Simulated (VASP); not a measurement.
## HfS2: single point with PBE

HfS2:

```xyz
3
Lattice="3.6302 0.0000 0.0000 -1.8151 3.1439 0.0000 0.0000 0.0000 5.8787" Properties=species:S:1:pos:R:3 pbc="T T T"
Hf    0.0000    0.0000    0.0000
S     1.8151    1.0480    4.4407
S     0.0000    2.0959    1.4380
```

* Program: VASP 6.6.1
* Task: single point
* Functional: PBE
* Potentials or basis: VASP PAW PBE potentials, release 64 (Hf_pv, S)
* Cutoff: 500 eV
* k mesh: 6 × 6 × 4
* Occupations: gaussian, width 0.01 eV
* Spin: no spin polarisation
* Dipole correction: no
* Further INCAR settings: ALGO = Normal; EDIFF = 1e-06; NBANDS = 18

```
Pressure               : 1.6 GPa
Largest force          : 0.047 eV/Å
Band gap on the k mesh : 1.06 eV, indirect (least direct gap 1.91 eV)
```

Forces on the atoms (eV/Å):
```
Hf   0.000  0.000  0.000
S    0.000  0.000 -0.047
S    0.000  0.000  0.047
```

Stress tensor (GPa, compression positive):
```
1.35 0.00 0.00
0.00 1.35 0.00
0.00 0.00 2.14
```

Levels at points of the mesh, in eV from the valence-band top:
| k point | band 7 | band 8 | band 9 | band 10 | band 11 | band 12 | band 13 | band 14 | band 15 | band 16 |
| --- | --- | --- | --- | --- | --- | --- | --- | --- | --- | --- |
| (0.00, 0.00, 0.00) | -2.81 | -2.81 | -0.11 | -0.11 | 0.00 | 1.95 | 1.95 | 2.59 | 5.41 | 5.41 |
| (0.50, 0.00, 0.00) | -2.87 | -2.53 | -2.49 | -1.97 | -1.35 | 1.20 | 4.01 | 4.04 | 6.27 | 6.44 |
| (0.00, 0.00, 0.50) | -2.77 | -2.77 | -1.83 | -0.24 | -0.24 | 1.91 | 1.91 | 2.85 | 5.84 | 5.84 |
| (0.50, 0.00, 0.50) | -3.49 | -2.65 | -2.37 | -1.10 | -0.91 | 1.06 | 4.00 | 4.08 | 5.72 | 5.87 |

It took 12 s on 1 thread of Intel(R) Xeon(R) 6975P-C (Granite Rapids), with other jobs on the host, peak memory 0.18 GiB.

Caveat: spin-orbit coupling is left out, which moves the levels of the heavy elements; this functional lacks dispersion, which binds the layers, so the pressure and a relaxed spacing across them are unreliable. A k mesh can miss the band edges.
